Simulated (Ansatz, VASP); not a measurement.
## Two plane-wave programs on Ga

```
Ga
1.0
     4.72691    0.00000    0.00000
    -2.36346    4.09363    0.00000
     0.00000    0.00000    3.03077
Ga
3
Direct
  0.00000 0.00000 0.00000
  0.33333 0.66667 0.50000
  0.66667 0.33333 0.50000
```

Alike in both runs: task single point; functional LDA; k mesh 9 × 9 × 12; occupations fermi-dirac, width 0.1 eV; no spin polarisation.

|  | VASP | Ansatz |
| --- | --- | --- |
| version | VASP 6.6.1 | Ansatz 0.2.0 |
| potentials or method | VASP PAW LDA potentials, release 64 (Ga_d), cutoff 520 eV | plane waves (420 eV) with PAW, scalar-relativistic |
| valence electrons in the cell | 39 | 39 |

```csv
,VASP,Ansatz,Ansatz less VASP
pressure (GPa),-5.3,-5.3,+0.04
```

Ansatz warns that its potentials were made for another functional, while VASP's fit it. LDA's correlation is that of Perdew and Zunger in VASP and of Perdew and Wang (1992) in Ansatz.
